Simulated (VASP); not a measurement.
**ZnS: single point with PBE**

Crystal: ZnS.

```
Zn S
1.0
     3.81100   -0.01905    0.00000
    -1.92200    3.30995    0.00000
     0.00000    0.00000    6.23400
Zn S
2 2
Cartesian
  -0.0110 2.2003 0.0000
  1.9000 1.0906 3.1170
  -0.0110 2.2003 2.4001
  1.9000 1.0906 5.5171
```

This cell differs from its parent crystal: strain -0.0100 x Voigt [0, 0, 0, 0, 0, 1].

```
Program                : VASP 6.6.1
Task                   : single point
Functional             : PBE
Potentials or basis    : VASP PAW PBE potentials, release 64 (Zn, S)
Cutoff                 : 520 eV
k mesh                 : 12 × 12 × 6
Occupations            : gaussian, width 0.05 eV
Spin                   : no spin polarisation
Dipole correction      : no
Further INCAR settings : ALGO = Normal; EDIFF = 1e-06; NBANDS = 26
```

```json
{"Pressure": "2.5 GPa", "Largest force": "0.332 eV/Å", "Band gap on the k mesh": "2.24 eV, direct"}
```

Forces in eV/Å, atoms in the order of the input:
```
Zn   0.059  0.001  0.323
Zn  -0.059 -0.001  0.323
S    0.074  0.001 -0.323
S   -0.074 -0.001 -0.323
```

Stress tensor (GPa, compression positive):
```
3.19 0.60 0.00
0.60 3.19 0.00
0.00 0.00 1.12
```

Levels at points of the mesh, in eV from the valence-band top:
```tsv
k point	band 14	band 15	band 16	band 17	band 18	band 19	band 20	band 21	band 22	band 23
(0.00, 0.00, 0.00)	-0.88	-0.85	-0.04	-0.01	0.00	2.24	2.99	6.25	6.34	6.60
(0.50, 0.00, 0.00)	-4.22	-3.14	-2.30	-1.57	-1.03	3.55	4.22	5.18	7.08	7.42
(0.00, 0.50, 0.00)	-4.22	-3.16	-2.26	-1.57	-0.99	3.61	4.26	5.18	7.13	7.41
(0.50, 0.50, 0.00)	-4.22	-3.19	-2.21	-1.56	-0.95	3.67	4.30	5.18	7.19	7.40
(0.00, 0.00, 0.50)	-2.77	-0.48	-0.48	-0.44	-0.44	3.51	3.51	6.67	6.67	6.78
(0.50, 0.00, 0.50)	-4.90	-1.71	-1.71	-1.53	-1.53	3.58	3.58	5.13	5.13	8.94
(0.00, 0.50, 0.50)	-4.90	-1.67	-1.67	-1.54	-1.54	3.61	3.61	5.14	5.14	8.98
(0.50, 0.50, 0.50)	-4.91	-1.63	-1.63	-1.54	-1.54	3.64	3.64	5.15	5.15	9.03
```

Run time: 7.1 min on 1 thread of Intel(R) Xeon(R) Platinum 8259CL CPU @ 2.50GHz (Skylake/Cascade Lake) (shared host), peak memory 0.56 GiB.

Caveat: the cell differs from its parent crystal (strain -0.0100 x Voigt [0, 0, 0, 0, 0, 1]). A k mesh can miss the band edges.
